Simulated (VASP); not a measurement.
# Ru (Fm-3m) in VASP: notebook, part 2 of 2

VASP 6.6.1.

### 4 Single point, r2SCAN, collinear spin, ferromagnetic start (14.11 Å³/atom)

This run uses another cell than the first one, of 14.11 Å³/atom.

POSCAR

```
Ru
1.0
    0.0000000000      1.9177059125      1.9177059125
    1.9177059125      0.0000000000      1.9177059125
    1.9177059125      1.9177059125      0.0000000000
Ru
1
Direct
    0.0000000000      0.0000000000      0.0000000000
```

INCAR.step1

```
PREC = Accurate
ENCUT = 520
ISMEAR = -1
SIGMA = 0.05
LREAL = False
LASPH = True
NELM = 150
ISPIN = 2
MAGMOM = 1
LMAXMIX = 4
NBANDS = 17
GGA = PE
ALGO = Normal
EDIFF = 1E-4
LWAVE = True
LCHARG = False
```

INCAR.step2

```
PREC = Accurate
ENCUT = 520
EDIFF = 1E-6
ISMEAR = -1
SIGMA = 0.05
LREAL = False
LASPH = True
NELM = 150
ALGO = Normal
ISIF = 2
LWAVE = False
LCHARG = True
ISPIN = 2
MAGMOM = 1
LORBIT = 11
LMAXMIX = 4
METAGGA = R2SCAN
LMIXTAU = True
LELF = True
LVHAR = True
NBANDS = 17
ISTART = 1
```

KPOINTS

```
Automatic mesh
0
Gamma
  23 23 23
```

Potentials or basis: VASP PAW PBE potentials, release 64 (Ru_pv).

The run is started by

```sh
$ cat potpaw_PBE.64/Ru_pv/POTCAR > POTCAR
$ cp INCAR.step1 INCAR
$ mpirun -np 1 vasp_std > vasp.out
$ cp INCAR.step2 INCAR
$ mpirun -np 1 vasp_std > vasp.out
```

OUTCAR:

```text
PREC = Accurate
   ENCUT = 520
   EDIFF = 1E-6
   ISMEAR = -1
   LREAL = False
   LASPH = True
   NELM = 150
   ISIF = 2
   ISPIN = 2
   LORBIT = 11
   METAGGA = R2SCAN
   ISTART = 1

 ion  position               nearest neighbor table
   1  0.000  0.000  0.000-

  LATTYP: Found a face centered cubic cell.
 ALAT       =     3.8354118250

  Lattice vectors:

 A1 = (   0.0000000000,   1.9177059125,   1.9177059125)
 A2 = (   1.9177059125,   0.0000000000,   1.9177059125)
 A3 = (   1.9177059125,   1.9177059125,   0.0000000000)

Analysis of symmetry for initial positions (statically):
=====================================================================
 Subroutine PRICEL returns:
 Original cell was already a primitive cell.

 Routine SETGRP: Setting up the symmetry group for a
 face centered cubic supercell.

 Subroutine GETGRP returns: Found 48 space group operations
 (whereof 48 operations were pure point group operations)
 out of a pool of 48 trial point group operations.

The static configuration has the point symmetry O_h .

Analysis of symmetry for dynamics (positions and initial velocities):
=====================================================================
 Subroutine PRICEL returns:
 Original cell was already a primitive cell.

 Routine SETGRP: Setting up the symmetry group for a
 face centered cubic supercell.

 Subroutine GETGRP returns: Found 48 space group operations
 (whereof 48 operations were pure point group operations)
 out of a pool of 48 trial point group operations.

The dynamic configuration has the point symmetry O_h .

Analysis of structural, dynamic, and magnetic symmetry:
=====================================================================
 Subroutine PRICEL returns:
 Original cell was already a primitive cell.

 Routine SETGRP: Setting up the symmetry group for a
 face centered cubic supercell.

 Subroutine GETGRP returns: Found 48 space group operations
 (whereof 48 operations were pure point group operations)
 out of a pool of 48 trial point group operations.

The overall configuration has the point symmetry O_h .

 Subroutine INISYM returns: Found 48 space group operations
 (whereof 48 operations are pure point group operations),
 and found     1 'primitive' translations

----------------------------------------------------------------------------------------

                                     Primitive cell

  volume of cell :      14.1051

  direct lattice vectors                    reciprocal lattice vectors
     0.000000000  1.917705912  1.917705912    -0.260728194  0.260728194  0.260728194
     1.917705912  0.000000000  1.917705912     0.260728194 -0.260728194  0.260728194
     1.917705912  1.917705912  0.000000000     0.260728194  0.260728194 -0.260728194

  length of vectors
     2.712045710  2.712045710  2.712045710     0.451594480  0.451594480  0.451594480

  position of ions in fractional coordinates (direct lattice)
     0.000000000  0.000000000  0.000000000

  ion indices of the primitive-cell ions
   primitive index   ion index
                 1           1

----------------------------------------------------------------------------------------
[... 54 lines left out ...]
   total plane-waves  NPLWV =   8000
   dimension x,y,z NGX =    20 NGY =   20 NGZ =   20
   dimension x,y,z NGXF=    40 NGYF=   40 NGZF=   40
   ions per type =               1
   NGX,Y,Z   is equivalent  to a cutoff of  12.26, 12.26, 12.26 a.u.
   NGXF,Y,Z  is equivalent  to a cutoff of  24.52, 24.52, 24.52 a.u.
 SYSTEM =  unknown system
   PREC   = accura    normal or accurate (medium, high low for compatibility)
   ISTART =      1    job   : 0-new  1-cont  2-samecut
   ICHARG =      0    charge: 1-file 2-atom 10-const
   ISPIN  =      2    spin polarized calculation?
   LNONCOLLINEAR =      F non collinear calculations
   LSORBIT =      F    spin-orbit coupling
   LASPH  =      T    aspherical Exc in radial PAW
   ENCUT  =  520.0 eV  38.22 Ry    6.18 a.u.   5.04  5.04  5.04*2*pi/ulx,y,z
   NELM   =    150;   NELMIN=  2; NELMDL=  0     # of ELM steps
   EDIFF  = 0.1E-05   stopping-criterion for ELM
   LREAL  =      F    real-space projection
   EDIFFG = 0.1E-04   stopping-criterion for IOM
   NSW    =      0    number of steps for IOM
   IBRION =     -1    ionic relax: 0-MD 1-quasi-New 2-CG
   NFREE  =      0    steps in history (QN), initial steepest desc. (CG)
   ISIF   =      2    stress and relaxation
   ISYM   =      2    0-nonsym 1-usesym 2-fastsym
   POTIM  = 0.5000    time-step for ionic-motion
   TEBEG  =    0.0;   TEEND  =   0.0 temperature during run
   PSTRESS=    0.0 pullay stress
   NELECT =      14.0000    total number of electrons
   NUPDOWN=      -1.0000    fix difference up-down
   EMIN   =  10.00;   EMAX   =-10.00  energy-range for DOS
   EFERMI =   0.00;   METHOD = LEGACY
   ISMEAR =    -1;   SIGMA  =   0.05  broadening in eV -4-tet -1-fermi 0-gaus
   EFERMI_NEDOS =   21; number of points for ismear=-14 and -15
   IALGO  =     38    algorithm
   IMIX   =      4    mixing-type and parameters
     AMIX     =   0.40;   BMIX     =  1.00
     AMIX_MAG =   1.60;   BMIX_MAG =  1.00
  volume/ion in A,a.u.               =      14.11        95.19
  Fermi-wavevector in a.u.,A,eV,Ry     =   1.633023  3.085965 36.283507  2.666763
  Thomas-Fermi vector in A             =   2.724896
   LORBIT       =     11    0 simple, 1 ext, 2 COOP (PROOUT), +10 PAW based schemes
   METAGGA = R2SCAN    functional components
   LHFCALC =     F    Hartree Fock is set to
   AEXX    =    0.0000 exact exchange contribution
   IVDW    =     0    specifies the selected vdW correction
   LEPSILON=     F    determine dielectric tensor
   LRPA    =     F    only Hartree local field effects (RPA)
 spin polarized calculation
  energy-cutoff  :      520.00
  volume of cell :       14.11
 maximum number of plane-waves:       388
   NGX =  9   NGY =  9   NGZ =  9

 number of electron      13.9999997 magnetization      -0.0000006

 number of electron      13.9999997 magnetization       0.0000011

 Free energy of the ion-electron system (eV)
  ---------------------------------------------------
  ext. energy  EPLUGINS =         0.00000000
  ---------------------------------------------------
  free energy    TOTEN  =       -25.29294507 eV

  energy without entropy =      -25.28372421  energy(sigma->0) =      -25.28833464

 E-fermi :  11.9666     XC(G=0): -15.1330

 val. band max:       11.9577111181   @ k =  -0.1739   0.0435   0.0000
 cond. band min:      11.9689236227   @ k =  -0.3913   0.3478   0.0000
 fundamental gap:      0.0112125046
 Fermi energy:        11.9666473561

 spin component 1

 k-point     1 :       0.0000    0.0000    0.0000
  band No.  band energies     occupation
      1     -31.8129      1.00000
      2     -31.8128      1.00000
      3     -31.8128      1.00000
      4       3.9204      1.00000
      5       9.4212      1.00000
      6       9.4212      1.00000
[... 459 lines left out ...]
      6       9.3473      1.00000
[... 9 lines left out ...]
     16      42.2657      0.00000
     17      45.5370      0.00000

 [... further k-points ...]

 spin component 2

 k-point     1 :       0.0000    0.0000    0.0000
  band No.  band energies     occupation
      1     -31.8129      1.00000
      2     -31.8128      1.00000
      3     -31.8128      1.00000
      4       3.9204      1.00000
      5       9.4212      1.00000
      6       9.4212      1.00000
[... 459 lines left out ...]
      6       9.3473      1.00000
[... 9 lines left out ...]
     16      42.2657      0.00000
     17      45.5370      0.00000

 [... further k-points ...]

------------------------ aborting loop because EDIFF is reached ----------------------------------------

  FORCE on cell =-STRESS in cart. coord.  units (eV):
  Direction    XX          YY          ZZ          XY          YZ          ZX
  --------------------------------------------------------------------------------------
  -------------------------------------------------------------------------------------
  Total       -0.9488808     -0.9488808     -0.9488808     -0.0000000     -0.0000000      0.0000000
  in kB     -107.7819988   -107.7819988   -107.7819988     -0.0000000     -0.0000000      0.0000000
  external PRESSURE =    -107.7819988 kB  Pullay stress =       0.0000000 kB

 VOLUME and BASIS-vectors are now :
 -----------------------------------------------------------------------------
  energy-cutoff  :      520.00
  volume of cell :       14.11
      direct lattice vectors                 reciprocal lattice vectors
     0.000000000  1.917705912  1.917705912    -0.260728194  0.260728194  0.260728194
     1.917705912  0.000000000  1.917705912     0.260728194 -0.260728194  0.260728194
     1.917705912  1.917705912  0.000000000     0.260728194  0.260728194 -0.260728194

 POSITION                                       TOTAL-FORCE (eV/Angst)
 -----------------------------------------------------------------------------------
      0.00000      0.00000      0.00000         0.000000      0.000000     -0.000000
 -----------------------------------------------------------------------------------
    total drift:                               -0.000000     -0.000000     -0.000000

  FREE ENERGIE OF THE ION-ELECTRON SYSTEM (eV)
  ---------------------------------------------------
  free  energy   TOTEN  =       -25.2929450702 eV

  energy  without entropy=      -25.2837242101  energy(sigma->0) =      -25.28833464

 total charge

# of ion       s       p       d       tot
------------------------------------------
    1        0.397   6.286   5.916  12.600

 magnetization (x)

# of ion       s       p       d       tot
------------------------------------------
    1        0.000   0.000   0.000   0.000
```

OUTCAR.step1:

```text
PREC = Accurate
   ENCUT = 520
   ISMEAR = -1
   LREAL = False
   LASPH = True
   NELM = 150
[... 1197 lines left out ...]
 POSITION                                       TOTAL-FORCE (eV/Angst)
 -----------------------------------------------------------------------------------
      0.00000      0.00000      0.00000         0.000000     -0.000000      0.000000
 -----------------------------------------------------------------------------------
    total drift:                               -0.000000     -0.000000     -0.000000

  FREE ENERGIE OF THE ION-ELECTRON SYSTEM (eV)
  ---------------------------------------------------
  free  energy   TOTEN  =        -9.1205299307 eV

  energy  without entropy=       -9.1108207258  energy(sigma->0) =       -9.11567533
```

OSZICAR.step1:

```text
N       E                     dE             d eps       ncg     rms          rms(c)
DAV:   1     0.112120917665E+03    0.11212E+03   -0.74453E+03 25088   0.838E+02
DAV:   2    -0.789492512699E+01   -0.12002E+03   -0.11422E+03 27449   0.276E+02
DAV:   3    -0.968725220156E+01   -0.17923E+01   -0.17843E+01 28138   0.354E+01
DAV:   4    -0.969227686755E+01   -0.50247E-02   -0.50244E-02 27990   0.194E+00
DAV:   5    -0.969230264317E+01   -0.25776E-04   -0.25776E-04 27428   0.126E-01    0.120E+01
DAV:   6    -0.915815511369E+01    0.53415E+00   -0.62479E-01 25234   0.103E+01    0.295E+00
DAV:   7    -0.912271674838E+01    0.35438E-01   -0.55364E-02 28242   0.263E+00    0.102E+00
DAV:   8    -0.912183395614E+01    0.88279E-03   -0.31617E-03 26089   0.544E-01    0.538E-01
DAV:   9    -0.912046461989E+01    0.13693E-02   -0.85793E-04 26937   0.312E-01    0.140E-01
DAV:  10    -0.912052993071E+01   -0.65311E-04   -0.78345E-05 19689   0.767E-02
   1 F= -.91205299E+01 E0= -.91156753E+01  d E =-.970920E-02  mag=    -0.0008
```

Run time: 7 min. Hardware: 1 thread of Oxide Virtual Turin-like, shared host; peak memory 0.2 GiB.

Results:

| Item | Value |
| --- | --- |
| Free energy | -25.2929 eV |
| Pressure | -10.8 GPa |
| Band gap on the k mesh | zero (filled and empty bands overlap) |
| Net moment | 0.00 μB per cell |
| Valence electrons inside the program's atomic spheres | Ru 12.60 |

Caveat: the cell stands under tension; an empty level that is flat over the whole mesh can mark a ghost state of the potentials, or a narrow d or f band; the PAW data sets were made with another functional, which shifts forces and pressure a little.
